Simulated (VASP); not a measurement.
Wanted: the native input for a VASP 6.6.1 run.

```yaml
Task: single point
Functional: PBE
Potentials_or_basis: VASP PAW PBE potentials, release 64 (Pt, Se)
Cutoff: 520 eV
k_mesh: 12 × 12 × 4
Occupations: gaussian, width 0.02 eV
Spin: no spin polarisation
Dipole_correction: no
Further_INCAR_settings: ALGO = Normal; EDIFF = 1e-06; NBANDS = 18
```

The structure of PtSe2 lies in POSCAR:

```
PtSe2
1.0
    3.7516620337      0.0000000000      0.0000000000
   -1.8758310169      3.2490346276      0.0000000000
    0.0000000000      0.0000000000      6.5268785481
Pt Se
1 2
Direct
    0.0000000000      0.0000000000      0.0000000000
    0.3333333333      0.6666666667      0.2001869949
    0.6666666667      0.3333333333      0.7998130051
```

These files were run (other wordings do the same):

INCAR

```
PREC = Accurate
ENCUT = 520
EDIFF = 1E-6
ISMEAR = 0
SIGMA = 0.02
LREAL = False
LASPH = True
NELM = 80
ALGO = Normal
ISIF = 2
LWAVE = False
LCHARG = False
GGA = PE
NBANDS = 18
```

KPOINTS

```
Automatic mesh
0
Gamma
  12 12 4
```

Potentials or basis: VASP PAW PBE potentials, release 64 (Pt, Se).

Command:

```bash
$ cat potpaw_PBE.64/Pt/POTCAR potpaw_PBE.64/Se/POTCAR > POTCAR
$ mpirun -np 1 vasp_std > vasp.out
```

It gave:

- Pressure: 0.0 GPa
- Band gap on the k mesh: 0.89 eV, indirect (least direct gap 1.04 eV)

Caveat: spin-orbit coupling is left out, which moves the levels of the heavy elements; this functional lacks dispersion, which binds the layers, so the pressure and a relaxed spacing across them are unreliable.

It took 59 s on 1 thread of Intel(R) Xeon(R) Platinum 8375C CPU @ 2.90GHz (Ice Lake), on a shared host, peak memory 0.25 GiB.
